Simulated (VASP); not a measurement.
# SnSe2: single point with PBE

SnSe2:

```
Sn Se
1.0
     3.87175    0.00000    0.00000
    -1.93587    3.35303    0.00000
     0.00000    0.00000    6.98802
Sn Se
1 2
Direct
  0.00000 0.00000 0.00000
  0.32271 0.64542 0.22088
  0.65604 0.31209 0.76458
```

This cell differs from its parent crystal: all Se atoms moved +0.087 Å, as atom 2 towards its neighbour atom 1 (Sn) at 2.746 Å.

```yaml
Program: VASP 6.6.1
Task: single point
Functional: PBE
Potentials_or_basis: VASP PAW PBE potentials, release 64 (Sn_d, Se)
Cutoff: 520 eV
k_mesh: 12 × 12 × 4
Occupations: gaussian, width 0.05 eV
Spin: no spin polarisation
Dipole_correction: no
Further_INCAR_settings: ALGO = Normal; EDIFF = 1e-06; NBANDS = 20
```

```json
{
 "Pressure": "0.2 GPa",
 "Largest force": "0.827 eV/Å",
 "Band gap on the k mesh": "0.62 eV (least direct gap 1.02 eV)"
}
```

Forces on the atoms (eV/Å):
```
Sn   0.000 -0.347 -0.751
Se   0.000  0.227  0.424
Se   0.000  0.120  0.327
```

Stress tensor (GPa, compression positive):
```
0.03 0.00 0.00
0.00 0.41 0.27
0.00 0.27 0.19
```

Levels at points of the mesh, in eV from the valence-band top:
```tsv
k point	band 11	band 12	band 13	band 14	band 15	band 16
(0.00, 0.00, 0.00)	-0.56	-0.17	-0.02	1.00	3.02	4.49
(0.50, 0.00, 0.00)	-2.28	-0.86	-0.32	0.84	3.80	5.42
(0.00, 0.50, 0.00)	-2.27	-0.86	-0.33	0.86	3.82	5.49
(0.00, 0.00, 0.50)	-0.58	-0.14	0.00	1.87	2.96	4.42
(0.50, 0.00, 0.50)	-2.11	-0.70	-0.42	0.62	4.11	4.83
(0.00, 0.50, 0.50)	-2.12	-0.70	-0.44	0.63	4.13	4.86
```

It took 2.6 min on 1 thread of Intel(R) Xeon(R) 6975P-C (Granite Rapids), with other jobs on the host, peak memory 0.43 GiB.

Caveat: the cell differs from its parent crystal (all Se atoms moved +0.087 Å, as atom 2 towards its neighbour atom 1 (Sn) at 2.746 Å); semilocal functionals underestimate gaps, and a narrow one can read as zero; spin-orbit coupling is left out, which moves the levels of the heavy elements; this functional lacks dispersion, which binds layers or chains, so the pressure and a relaxed spacing across them are unreliable. A k mesh can miss the band edges.
